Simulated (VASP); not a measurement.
# CaO (Fm-3m) in VASP: a series of runs, part 2 of 2

VASP 6.6.1. The steps go on from the part before.

## (4) Single point, r2SCAN

This run uses another cell than the first one, of 12.81 Å³/atom.

File POSCAR:

```
CaO
1.0
    2.3397942004      2.3397942004      0.0000000000
   -2.3397942004      2.3397942004      0.0000000000
    0.0000000000      2.3397942004      2.3397942004
Ca O
1 1
Direct
    0.0000000000      0.0000000000      0.0000000000
    0.5000000000      0.5000000000      0.0000000000
```

File INCAR.step1:

```
SYSTEM = CaO
  ALGO = Normal
  EDIFF = 1E-5
  ENCUT = 910
  GGA = PE
  GGA_COMPAT = .False.
  ISMEAR = 0
  LASPH = .True.
  LCHARG = .False.
  LREAL = .False.
  LWAVE = .True.
  NBANDS = 15
  NELM = 120
  PREC = Accurate
  SIGMA = 0.01
```

File INCAR.step2:

```
SYSTEM = CaO
  ALGO = Normal
  EDIFF = 1E-6
  ENCUT = 910
  GGA_COMPAT = .False.
  ISIF = 2
  ISMEAR = 0
  ISTART = 1
  LASPH = .True.
  LCHARG = .True.
  LELF = .True.
  LMIXTAU = .True.
  LREAL = .False.
  LVHAR = .True.
  LWAVE = .False.
  METAGGA = R2SCAN
  NBANDS = 15
  NELM = 120
  PREC = Accurate
  SIGMA = 0.01
```

File KPOINTS:

```
k-points
0
Gamma
  8 8 8
  0 0 0
```

Potentials or basis: VASP PAW PBE potentials, release 64 (Ca_sv, O_h).

Command:

```
$ cat potpaw_PBE.64/Ca_sv/POTCAR potpaw_PBE.64/O_h/POTCAR > POTCAR
$ cp INCAR.step1 INCAR
$ mpirun -np 1 vasp_std > vasp.out
$ cp INCAR.step2 INCAR
$ mpirun -np 1 vasp_std > vasp.out
```

OUTCAR:

```text
SYSTEM = CaO
   EDIFF = 1E-6
   ENCUT = 910
   ISIF = 2
   ISMEAR = 0
   ISTART = 1
   LASPH = .True.
   LREAL = .False.
   METAGGA = R2SCAN
   NELM = 120
   PREC = Accurate

 ion  position               nearest neighbor table
   1  0.000  0.000  0.000-   2 2.34   2 2.34   2 2.34   2 2.34   2 2.34   2 2.34
   2  0.500  0.500  0.000-   1 2.34   1 2.34   1 2.34   1 2.34   1 2.34   1 2.34

  LATTYP: Found a face centered cubic cell.
 ALAT       =     4.6795884008

  Lattice vectors:

[... 621 lines left out ...]

  FORCE on cell =-STRESS in cart. coord.  units (eV):
  Direction    XX          YY          ZZ          XY          YZ          ZX
  --------------------------------------------------------------------------------------
  -------------------------------------------------------------------------------------
  Total        1.8013584      1.8013584      1.8013584     -0.0000000      0.0000000     -0.0000000
  in kB      112.6542926    112.6542926    112.6542926     -0.0000000      0.0000000     -0.0000000
  external PRESSURE =     112.6542926 kB  Pullay stress =       0.0000000 kB

 VOLUME and BASIS-vectors are now :
 -----------------------------------------------------------------------------
  energy-cutoff  :      910.00
  volume of cell :       25.62
      direct lattice vectors                 reciprocal lattice vectors
     2.339794200  2.339794200  0.000000000     0.213694008  0.213694008 -0.213694008
    -2.339794200  2.339794200  0.000000000    -0.213694008  0.213694008 -0.213694008
     0.000000000  2.339794200  2.339794200     0.000000000  0.000000000  0.427388016

 POSITION                                       TOTAL-FORCE (eV/Angst)
 -----------------------------------------------------------------------------------
      0.00000      0.00000      0.00000        -0.000000     -0.000000      0.000000
      0.00000      2.33979      0.00000         0.000000      0.000000      0.000000
 -----------------------------------------------------------------------------------
    total drift:                               -0.000000      0.000000     -0.000000

  FREE ENERGIE OF THE ION-ELECTRON SYSTEM (eV)
  ---------------------------------------------------
  free  energy   TOTEN  =       -19.3901959597 eV

  energy  without entropy=      -19.3901959597  energy(sigma->0) =      -19.39019596
```

OUTCAR.step1:

```text
SYSTEM = CaO
   EDIFF = 1E-5
   ENCUT = 910
   GGA = PE
   ISMEAR = 0
   LASPH = .True.
   LREAL = .False.
[... 653 lines left out ...]
      0.00000      0.00000      0.00000        -0.000000     -0.000000      0.000000
      0.00000      2.33979      0.00000         0.000000      0.000000      0.000000
 -----------------------------------------------------------------------------------
    total drift:                               -0.000000      0.000000     -0.000000

  FREE ENERGIE OF THE ION-ELECTRON SYSTEM (eV)
  ---------------------------------------------------
  free  energy   TOTEN  =       -12.7076061898 eV

  energy  without entropy=      -12.7076061898  energy(sigma->0) =      -12.70760619
```

OSZICAR.step1:

```text
N       E                     dE             d eps       ncg     rms          rms(c)
DAV:   1     0.175220713348E+03    0.17522E+03   -0.11901E+04   870   0.171E+03
DAV:   2    -0.113461559767E+01   -0.17636E+03   -0.16283E+03  1066   0.367E+02
DAV:   3    -0.140517433778E+02   -0.12917E+02   -0.12669E+02  1026   0.934E+01
DAV:   4    -0.144196110153E+02   -0.36787E+00   -0.36743E+00  1277   0.148E+01
DAV:   5    -0.144226926976E+02   -0.30817E-02   -0.30815E-02   968   0.136E+00    0.876E+00
DAV:   6    -0.127669394707E+02    0.16558E+01   -0.47054E+00  1191   0.219E+01    0.348E+00
DAV:   7    -0.127116739946E+02    0.55265E-01   -0.39731E-01   983   0.699E+00    0.179E+00
DAV:   8    -0.127094025481E+02    0.22714E-02   -0.88061E-02  1186   0.337E+00    0.511E-01
DAV:   9    -0.127070086484E+02    0.23939E-02   -0.62032E-03   926   0.719E-01    0.122E-01
DAV:  10    -0.127076336517E+02   -0.62500E-03   -0.76553E-04  1067   0.289E-01    0.404E-02
DAV:  11    -0.127076065051E+02    0.27147E-04   -0.68401E-05  1332   0.100E-01    0.993E-03
DAV:  12    -0.127076061898E+02    0.31533E-06   -0.74090E-06   746   0.309E-02
   1 F= -.12707606E+02 E0= -.12707606E+02  d E =-.423483E-45
```

Run time: 2 min. Hardware: 1 thread of Intel Xeon Platinum 8259CL at 2.50GHz (Skylake/Cascade Lake), shared host; peak memory 0.23 GiB.

Results:

```yaml
Free_energy: -19.3902 eV
Pressure: 11.3 GPa
Band_gap_on_the_k_mesh: 4.16 eV (least direct gap 4.50 eV)
```

Levels at points of the mesh, in eV from the valence-band top:
| k point | band 6 | band 7 | band 8 | band 9 | band 10 | band 11 |
| --- | --- | --- | --- | --- | --- | --- |
| (0.00, 0.00, 0.00) | 0.00 | 0.00 | 0.00 | 6.14 | 7.05 | 7.05 |
| (0.50, 0.00, 0.00) | -2.80 | -1.37 | -1.37 | 8.09 | 9.50 | 9.50 |
| (0.50, 0.50, 0.00) | -1.24 | -0.35 | -0.35 | 4.16 | 9.39 | 10.10 |

Caveat: the cutoff is under 1.25 times the usual one of these potentials, so pressure, stress and relaxed cells hold a basis-set (Pulay) error; the cell stands under pressure; the PAW data sets were made with another functional, which shifts forces and pressure a little. A k mesh can miss the band edges.

## (5) Single point, r2SCAN

This run uses another cell than the first one, of 12.43 Å³/atom.

File POSCAR:

```
CaO
1.0
    2.3165967475      2.3165967475      0.0000000000
   -2.3165967475      2.3165967475      0.0000000000
    0.0000000000      2.3165967475      2.3165967475
Ca O
1 1
Direct
    0.0000000000      0.0000000000      0.0000000000
    0.5000000000      0.5000000000      0.0000000000
```

INCAR.step1 is that of step 4.

INCAR.step2 is that of step 4.

KPOINTS is that of step 4.

Potentials or basis: VASP PAW PBE potentials, release 64 (Ca_sv, O_h).

Command:

```
$ cat potpaw_PBE.64/Ca_sv/POTCAR potpaw_PBE.64/O_h/POTCAR > POTCAR
$ cp INCAR.step1 INCAR
$ mpirun -np 1 vasp_std > vasp.out
$ cp INCAR.step2 INCAR
$ mpirun -np 1 vasp_std > vasp.out
```

OUTCAR:

```text
SYSTEM = CaO
   EDIFF = 1E-6
   ENCUT = 910
   ISIF = 2
   ISMEAR = 0
   ISTART = 1
   LASPH = .True.
   LREAL = .False.
   METAGGA = R2SCAN
   NELM = 120
   PREC = Accurate

 ion  position               nearest neighbor table
   1  0.000  0.000  0.000-   2 2.32   2 2.32   2 2.32   2 2.32   2 2.32   2 2.32
   2  0.500  0.500  0.000-   1 2.32   1 2.32   1 2.32   1 2.32   1 2.32   1 2.32

  LATTYP: Found a face centered cubic cell.
 ALAT       =     4.6331934950

  Lattice vectors:

 A1 = (   0.0000000000,   2.3165967475,   2.3165967475)
 A2 = (   2.3165967475,   0.0000000000,   2.3165967475)
 A3 = (   2.3165967475,   2.3165967475,   0.0000000000)

Analysis of symmetry for initial positions (statically):
=====================================================================
 Subroutine PRICEL returns:
 Original cell was already a primitive cell.

 Routine SETGRP: Setting up the symmetry group for a
 face centered cubic supercell.

 Subroutine GETGRP returns: Found 48 space group operations
 (whereof 48 operations were pure point group operations)
 out of a pool of 48 trial point group operations.

The static configuration has the point symmetry O_h .

Analysis of symmetry for dynamics (positions and initial velocities):
=====================================================================
 Subroutine PRICEL returns:
 Original cell was already a primitive cell.

 Routine SETGRP: Setting up the symmetry group for a
 face centered cubic supercell.

 Subroutine GETGRP returns: Found 48 space group operations
 (whereof 48 operations were pure point group operations)
 out of a pool of 48 trial point group operations.

The dynamic configuration has the point symmetry O_h .

 Subroutine INISYM returns: Found 48 space group operations
 (whereof 48 operations are pure point group operations),
 and found     1 'primitive' translations

----------------------------------------------------------------------------------------

                                     Primitive cell

[... 120 lines left out ...]
   LRPA    =     F    only Hartree local field effects (RPA)
 non-spin polarized calculation
 Gauss-broadening in eV      SIGMA  =   0.01
  energy-cutoff  :      910.00
  volume of cell :       24.86
 maximum number of plane-waves:      1572
   NGX = 17   NGY = 17   NGZ = 17

 number of electron      15.9999999 magnetization

 Free energy of the ion-electron system (eV)
  ---------------------------------------------------
  ext. energy  EPLUGINS =         0.00000000
  ---------------------------------------------------
  free energy    TOTEN  =       -19.32377432 eV

  energy without entropy =      -19.32377432  energy(sigma->0) =      -19.32377432

 E-fermi :   3.0663     XC(G=0): -11.6738

 val. band max:        2.9812889843   @ k =   0.0000   0.0000   0.0000
 cond. band min:       7.1142376050   @ k =   0.5000   0.5000   0.0000
 fundamental gap:      4.1329486207
 Fermi energy:         3.0663386382

 k-point     1 :       0.0000    0.0000    0.0000
  band No.  band energies     occupation
      1     -35.6350      2.00000
      2     -15.4278      2.00000
      3     -15.4278      2.00000
      4     -15.4278      2.00000
      5     -13.7091      2.00000
      6       2.9813      2.00000
      7       2.9813      2.00000
      8       2.9813      2.00000
      9       9.4015      0.00000
     10      10.0966      0.00000
     11      10.0966      0.00000
     12      10.0966      0.00000
     13      11.8943      0.00000
     14      11.8943      0.00000
[... 401 lines left out ...]
      2     -16.9112      2.00000
      3     -15.7674      2.00000
      4     -15.6053      2.00000
      5     -12.3019      2.00000
      6       0.7828      2.00000
      7       1.7574      2.00000
      8       1.7627      2.00000
      9      10.8060      0.00000
     10      10.9013      0.00000
     11      13.0996      0.00000
     12      13.5419      0.00000
     13      14.8820      0.00000
     14      16.8588      0.00000
     15      19.4054      0.00000

 [... further k-points ...]

------------------------ aborting loop because EDIFF is reached ----------------------------------------

  FORCE on cell =-STRESS in cart. coord.  units (eV):
  Direction    XX          YY          ZZ          XY          YZ          ZX
  --------------------------------------------------------------------------------------
  -------------------------------------------------------------------------------------
  Total        2.5585331      2.5585331      2.5585331      0.0000000      0.0000000      0.0000000
  in kB      164.8618967    164.8618967    164.8618967      0.0000000      0.0000000      0.0000000
  external PRESSURE =     164.8618967 kB  Pullay stress =       0.0000000 kB

 VOLUME and BASIS-vectors are now :
 -----------------------------------------------------------------------------
  energy-cutoff  :      910.00
  volume of cell :       24.86
      direct lattice vectors                 reciprocal lattice vectors
     2.316596748  2.316596748  0.000000000     0.215833852  0.215833852 -0.215833852
    -2.316596748  2.316596748  0.000000000    -0.215833852  0.215833852 -0.215833852
     0.000000000  2.316596748  2.316596748     0.000000000  0.000000000  0.431667704

 POSITION                                       TOTAL-FORCE (eV/Angst)
 -----------------------------------------------------------------------------------
      0.00000      0.00000      0.00000        -0.000000     -0.000000      0.000000
      0.00000      2.31660      0.00000         0.000000      0.000000      0.000000
 -----------------------------------------------------------------------------------
    total drift:                                0.000000     -0.000000     -0.000000

  FREE ENERGIE OF THE ION-ELECTRON SYSTEM (eV)
  ---------------------------------------------------
  free  energy   TOTEN  =       -19.3237743245 eV

  energy  without entropy=      -19.3237743245  energy(sigma->0) =      -19.32377432
```

OUTCAR.step1:

```text
SYSTEM = CaO
   EDIFF = 1E-5
   ENCUT = 910
   GGA = PE
   ISMEAR = 0
   LASPH = .True.
   LREAL = .False.
[... 652 lines left out ...]
      0.00000      0.00000      0.00000        -0.000000      0.000000      0.000000
      0.00000      2.31660      0.00000         0.000000     -0.000000      0.000000
 -----------------------------------------------------------------------------------
    total drift:                                0.000000     -0.000000     -0.000000

  FREE ENERGIE OF THE ION-ELECTRON SYSTEM (eV)
  ---------------------------------------------------
  free  energy   TOTEN  =       -12.6330640602 eV

  energy  without entropy=      -12.6330640602  energy(sigma->0) =      -12.63306406
```

Run time: 57 s. Hardware: 1 thread of Intel Xeon Platinum 8488C (Sapphire Rapids), shared host; peak memory 0.2 GiB.

Results:

```
Free energy            : -19.3238 eV
Pressure               : 16.5 GPa
Band gap on the k mesh : 4.13 eV (least direct gap 4.47 eV)
```

Caveat: the cutoff is under 1.25 times the usual one of these potentials, so pressure, stress and relaxed cells hold a basis-set (Pulay) error; the cell stands under pressure; the PAW data sets were made with another functional, which shifts forces and pressure a little. r2SCAN opens gaps a little over a GGA but as a rule still falls short of measured ones.

## (6) The runs side by side

| cell | gap on the mesh (eV) | pressure (GPa) |
| --- | --- | --- |
| a = 3.355 Å, angles 60.0, 60.0, 90.0°, 2 atoms | 4.18 | 5.1 |
| a = 3.411 Å, angles 60.0, 60.0, 90.0°, 2 atoms | 4.20 | -1.2 |
| a = 3.309 Å, angles 60.0, 60.0, 90.0°, 2 atoms | 4.16 | 11.3 |
| a = 3.276 Å, angles 60.0, 60.0, 90.0°, 2 atoms | 4.13 | 16.5 |

Alike in all rows: task single point; level r2SCAN; potentials or basis VASP PAW PBE potentials, release 64 (Ca_sv, O_h); no spin polarisation; k mesh 8 × 8 × 8; cutoff (eV) 910; smearing gaussian 0.01 eV.

Caveats: the cutoff is under 1.25 times the usual one of these potentials, so pressure, stress and relaxed cells hold a basis-set (Pulay) error; the PAW data sets were made with another functional, which shifts forces and pressure a little; the cell stands under pressure (at least some runs).

Total energies depend on the potentials used, so only differences within one code and one set of settings carry meaning.
